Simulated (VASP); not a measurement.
Wanted: the native input for a VASP 6.6.1 run.

| Item | Value |
| --- | --- |
| Task | single point |
| Functional | PBE |
| Potentials or basis | VASP PAW PBE potentials, release 64 (Ge_d, Si) |
| Cutoff | 520 eV |
| k mesh | 2 × 2 × 2, shifted |
| Occupations | gaussian, width 0.02 eV |
| Spin | no spin polarisation |
| Dipole correction | no |
| Further INCAR settings | LREAL = Auto; ALGO = Normal; EDIFF = 1e-06; NBANDS = 91 |

The structure of Si31Ge (a cell with a defect) lies in POSCAR:

```
Si31Ge
1.0
   -5.4700936474     -5.4700936474     -5.4700936474
    5.4700936474      5.4700936474     -5.4700936474
    5.4700936474     -5.4700936474      5.4700936474
Ge Si
1 31
Direct
    0.5000000000      0.7500000000      0.5000000000
    0.5000000000      0.4994698688      0.7506227810
    0.2494698688      0.7500000000      0.7506227810
    0.5000000000      0.2500000000      0.0000000000
    0.2493772190      0.4993772190     -0.0011529122
    0.0000000000      0.7500000000      0.0000000000
    0.5000000000      0.0006227810      0.2494698688
    0.2493772190      0.2488470878      0.2493772190
   -0.0011529122      0.4993772190      0.2493772190
    0.7506227810      0.7500000000      0.2494698688
    0.2494698688      0.0006227810      0.5000000000
    0.0000000000      0.2500000000      0.5000000000
    0.7506227810      0.4994698688      0.5000000000
    0.0011529122      0.0005301312      0.7505301312
    0.7505301312      0.2511529122      0.7505301312
    0.7505301312      0.0005301312      0.0011529122
    0.5000000000      0.7500000000      0.7541968331
    0.5000000000      0.4996780378      0.0003198778
    0.2496780378      0.7500000000      0.0003198778
    0.5000000000      0.2503198778      0.2496780378
    0.2458031669      0.4958031669      0.2458031669
    0.0003198778      0.7500000000      0.2496780378
    0.5000000000      0.0041968331      0.5000000000
    0.2496780378      0.2503198778      0.5000000000
    0.0003198778      0.4996780378      0.5000000000
    0.7541968331      0.7500000000      0.5000000000
    0.2506418400      0.0003219622      0.7503219622
    0.9996801222      0.2496801222      0.7493581600
    0.7503219622      0.5006418400      0.7503219622
   -0.0003198778     -0.0006418400     -0.0003198778
    0.7493581600      0.2496801222     -0.0003198778
    0.7503219622      1.0003219622      0.2506418400
```

One way to write it, as run:

INCAR

```
SYSTEM = Si31Ge
PREC = Accurate
ENCUT = 520
EDIFF = 1E-6
ISMEAR = 0
SIGMA = 0.02
LREAL = Auto
LASPH = .TRUE.
NELM = 80
ALGO = Normal
ISIF = 2
LWAVE = .FALSE.
LCHARG = .TRUE.
GGA = PE
LELF = .TRUE.
LVHAR = .TRUE.
NBANDS = 91
```

KPOINTS

```
Automatic mesh
0
Gamma
  2 2 2
  0.5 0.5 0.5
```

Potentials or basis: VASP PAW PBE potentials, release 64 (Ge_d, Si).

Run with:

```sh
$ cat potpaw_PBE.64/Ge_d/POTCAR potpaw_PBE.64/Si/POTCAR > POTCAR
$ mpirun -np 1 vasp_std > vasp.out
```

Results of the run:

| Item | Value |
| --- | --- |
| Pressure | 0.3 GPa |
| Largest force | 0.005 eV/Å |
| Band gap on the k mesh | 1.35 eV |

Run time: 7.8 min on 1 thread of Intel Xeon 8259CL, with other jobs on the host, peak memory 0.69 GiB.
